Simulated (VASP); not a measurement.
A run of VASP 6.6.1:

File POSCAR:

```
LiH
1.0
    0.0603569112      2.0633517523      2.0633517523
    2.0633517523      0.0603569112      2.0633517523
    2.0633517523      2.0633517523      0.0603569112
Li H
1 1
Direct
    0.0000000000      0.0000000000      0.0000000000
    0.5000000000      0.5000000000      0.5000000000
```

INCAR.step1

```
  ALGO = Normal
  EDIFF = 1E-4
  ENCUT = 520
  GGA = PE
  ISMEAR = 0
  LASPH = T
  LCHARG = F
  LREAL = F
  LWAVE = T
  NBANDS = 9
  NELM = 100
  PREC = Accurate
  SIGMA = 0.01
```

File INCAR.step2:

```
  ALGO = Normal
  EDIFF = 1E-6
  ENCUT = 520
  ISIF = 2
  ISMEAR = 0
  ISTART = 1
  LASPH = T
  LCHARG = F
  LMIXTAU = T
  LREAL = F
  LWAVE = F
  METAGGA = R2SCAN
  NBANDS = 9
  NELM = 100
  PREC = Accurate
  SIGMA = 0.01
```

KPOINTS

```
k-points
0
Gamma
  10 10 10
```

Potentials or basis: VASP PAW PBE potentials, release 64 (Li_sv, H).

Launch:

```bash
$ cat potpaw_PBE.64/Li_sv/POTCAR potpaw_PBE.64/H/POTCAR > POTCAR
$ cp INCAR.step1 INCAR
$ mpirun -np 1 vasp_std > vasp.out
$ cp INCAR.step2 INCAR
$ mpirun -np 1 vasp_std > vasp.out
```

Hardware: 1 thread of Intel(R) Xeon(R) 6975P-C (Granite Rapids), on a shared host.

How long does it take, and how much memory?

Run time: 27 s on 1 thread of Intel(R) Xeon(R) 6975P-C (Granite Rapids), on a shared host, peak memory 0.14 GiB. Counts: k points 116.
